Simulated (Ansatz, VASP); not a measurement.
# Ca: VASP beside Ansatz

The input INCAR:

```
PREC     = Accurate       # precision mode
ENCUT    = 520            # plane-wave cutoff, eV
EDIFF    = 1E-6           # SCF threshold, eV
ISMEAR   = 0              # smearing method
SIGMA    = 0.15           # smearing width, eV
LREAL    = False          # projectors in reciprocal space
LASPH    = True           # aspherical terms in the spheres
NELM     = 60             # most SCF steps
ALGO     = Normal         # electronic algorithm
ISIF     = 2              # what is computed and relaxed
LWAVE    = False          # write WAVECAR
LCHARG   = False          # write CHGCAR
NBANDS   = 11             # bands
```

File KPOINTS:

```
regular mesh
0
Gamma
  16 16 16
```

The input POSCAR:

```
Ca
1.0
    0.0000000000      2.7942000000      2.7942000000
    2.7942000000      0.0000000000      2.7942000000
    2.7942000000      2.7942000000      0.0000000000
Ca
1
Direct
    0.0000000000      0.0000000000      0.0000000000
```

Input for Ansatz:

```yaml
crystal:
  lattice:
    - [0.0, 2.7942, 2.7942]
    - [2.7942, 0.0, 2.7942]
    - [2.7942, 2.7942, 0.0]
  atoms:
    - { symbol: Ca, position: [0.0, 0.0, 0.0] }
basis:
  ecutwfc: 420
kpoints:
  mp_grid: { grid: [16, 16, 16] }
hamiltonian:
  xc: lda
scf:
  occupations: { method: gaussian, width: 0.15 }
output:
  forces: true
  stress: true
  eigenvalues: true
```

Alike in both runs: task single point; functional LDA; k mesh 16 × 16 × 16; occupations gaussian, width 0.15 eV; no spin polarisation.

|  | VASP | Ansatz |
| --- | --- | --- |
| version | VASP 6.6.1 | Ansatz 0.2.0 |
| potentials or method | VASP PAW LDA potentials, release 64 (Ca_sv), cutoff 520 eV | scalar-relativistic, plane waves, PAW |
| valence electrons in the cell | 10 | 10 |

```csv
,VASP,Ansatz,Ansatz less VASP
gap on the k mesh at the Fermi level (eV),none,none,-
pressure (GPa),-2.1,-2.1,+0.01
```

LDA's correlation is that of Perdew and Zunger in VASP and of Perdew and Wang (1992) in Ansatz. A gap of «none» marks a metal or a gap that the smearing closes.
